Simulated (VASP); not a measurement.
Si3N4: single point with PBE

Si3N4:

```
CELL_PARAMETERS angstrom
4.15814 0.00000 0.00000
0.00000 4.15814 0.00000
0.00000 0.00000 4.15814
ATOMIC_POSITIONS crystal
Si 0.00000 0.00000 0.50000
Si 0.50000 0.00000 0.00000
Si 0.00000 0.50000 0.00000
N 0.23952 0.23952 0.76048
N 0.76048 0.76048 0.76048
N 0.23952 0.76048 0.23952
N 0.76048 0.23952 0.23952
```

```yaml
Program: VASP 6.6.1
Task: single point
Functional: PBE
Potentials_or_basis: VASP PAW PBE potentials, release 64 (Si, N)
Cutoff: 520 eV
k_mesh: 7 × 7 × 7
Occupations: fermi-dirac, width 0.05 eV
Spin: no spin polarisation
Dipole_correction: no
Further_INCAR_settings: ALGO = Normal; EDIFF = 1e-06; NBANDS = 25
```

The pressure is -4.8 GPa, the largest force is 0.179 eV/Å and the band gap on the k mesh is 2.71 eV (least direct gap 2.89 eV).

Forces on the atoms (eV/Å):
```
Si   0.000  0.000  0.000
Si   0.000  0.000  0.000
Si   0.000  0.000  0.000
N   -0.103 -0.103  0.103
N    0.103  0.103  0.103
N   -0.103  0.103 -0.103
N    0.103 -0.103 -0.103
```

Levels at points of the mesh, in eV from the valence-band top:
```csv
k point,band 12,band 13,band 14,band 15,band 16,band 17,band 18,band 19,band 20,band 21
"(0.00, 0.00, 0.00)",-3.30,-3.30,-0.18,-0.18,-0.18,2.71,2.71,2.71,3.98,6.70
```

Wall time 17 s on 1 thread of AMD EPYC 9R45 96-Core Processor (Zen 5), with other jobs on the host, peak memory 0.14 GiB.

Caveat: the cell stands under tension; an odd mesh through Γ misses points on the zone boundary, where band edges can lie.
